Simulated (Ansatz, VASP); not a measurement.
## One calculation of Ti, two programs

File INCAR:

```
ALGO     = Normal         # electronic algorithm
EDIFF    = 1E-8           # SCF threshold, eV
ENCUT    = 400            # plane-wave cutoff, eV
GGA_COMPAT= False        
ISIF     = 2              # what is computed and relaxed
ISMEAR   = -1             # smearing method
LASPH    = True           # aspherical terms in the spheres
LCHARG   = False          # write CHGCAR
LEFG     = True         
LREAL    = False          # projectors in reciprocal space
LWAVE    = False          # write WAVECAR
NBANDS   = 12             # bands
NELM     = 120            # most SCF steps
PREC     = Accurate       # precision mode
SIGMA    = 0.05           # smearing width, eV
```

File KPOINTS:

```
k-points
0
Gamma
  15 15 15
```

POSCAR

```
Ti
1.0
    0.0000000000      2.0300000000      2.0300000000
    2.0300000000      0.0000000000      2.0300000000
    2.0300000000      2.0300000000      0.0000000000
Ti
1
Direct
    0.0000000000      0.0000000000      0.0000000000
```

Input for Ansatz:

```yaml
crystal:
  lattice:
    - [0.0, 2.03, 2.03]
    - [2.03, 0.0, 2.03]
    - [2.03, 2.03, 0.0]
  atoms:
    - { symbol: Ti, position: [0.0, 0.0, 0.0] }
kpoints:
  mp_grid: { grid: [15, 15, 15] }
  band_path:
    path:
      - [0.0, 0.0, 0.0]
      - [0.5, 0.0, 0.5]
      - [0.625, 0.25, 0.625]
      - [0.375, 0.375, 0.75]
      - [0.0, 0.0, 0.0]
      - [0.5, 0.5, 0.5]
      - [0.5, 0.25, 0.75]
      - [0.5, 0.0, 0.5]
    npoints: 14
scf:
  occupations: { method: fermi_dirac, width: 0.05 }
hamiltonian:
  xc: lda
  pseudopotentials: { kind: paw }
output:
  forces: true
  stress: true
  eigenvalues: true
  efg: { contact_densities: true }
  populations: true
  bader: true
  dos: { projected: true, de: 0.2, e_range: [-14, 8] }
  write_density: true
  write_potential: true
  elf: true
  volumetric_format: npy
```

Alike in both runs: task electric field gradients; functional LDA; k mesh 15 × 15 × 15; occupations fermi-dirac, width 0.05 eV; no spin polarisation.

|  | VASP | Ansatz |
| --- | --- | --- |
| version | VASP 6.6.1 | Ansatz 0.2.0 |
| potentials or method | VASP PAW LDA potentials, release 64 (Ti_sv) | PAW with Ansatz's default frozen-core files, scalar-relativistic |
| plane-wave cutoff (eV) | 400 | 420 |
| valence electrons in the cell | 12 | 12 |

```tsv
	VASP	Ansatz	Ansatz less VASP
pressure (GPa)	-5.7	-4.8	+0.85
```

LDA's correlation is that of Perdew and Zunger in VASP and of Perdew and Wang (1992) in Ansatz.
